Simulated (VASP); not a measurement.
A run of VASP 6.6.1 is set up as follows.

The input INCAR:

```
PREC     = Accurate       # precision mode
ENCUT    = 600            # plane-wave cutoff, eV
EDIFF    = 1E-6           # SCF threshold, eV
ISMEAR   = -1             # smearing method
SIGMA    = 0.1            # smearing width, eV
LREAL    = False          # projectors in reciprocal space
LASPH    = True           # aspherical terms in the spheres
NELM     = 120            # most SCF steps
ALGO     = Normal         # electronic algorithm
ISIF     = 2              # what is computed and relaxed
LWAVE    = False          # write WAVECAR
LCHARG   = False          # write CHGCAR
GGA      = CA             # functional
NBANDS   = 29             # bands
GGA_COMPAT= False
```

KPOINTS

```
Automatic mesh
0
Gamma
  4 4 4
```

File POSCAR:

```
RbAsO3
1.0
    3.7862196560      0.0000000000      0.0000000000
    0.0000000000      3.7862196560      0.0000000000
    0.0000000000      0.0000000000      3.7862196560
Rb As O
1 1 3
Direct
    0.0000000000      0.0000000000      0.0000000000
    0.5000000000      0.5000000000      0.5000000000
    0.5000000000      0.5000000000      0.0000000000
    0.5000000000      0.0000000000      0.5000000000
    0.0000000000      0.5000000000      0.5000000000
```

Potentials or basis: VASP PAW LDA potentials, release 64 (Rb_sv, As_d, O).

Run with:

```sh
$ cat potpaw_LDA.64/Rb_sv/POTCAR potpaw_LDA.64/As_d/POTCAR potpaw_LDA.64/O/POTCAR > POTCAR
$ mpirun -np 1 vasp_std > vasp.out
```

(1) Estimate the band gap on the k mesh.

(2) Estimate the pressure.

## Answers

(1) zero (bands 21 and 22 overlap by 0.45 eV).

(2) 4.8 GPa.

Caveat: the k points lie up to 0.41 Å⁻¹ apart.
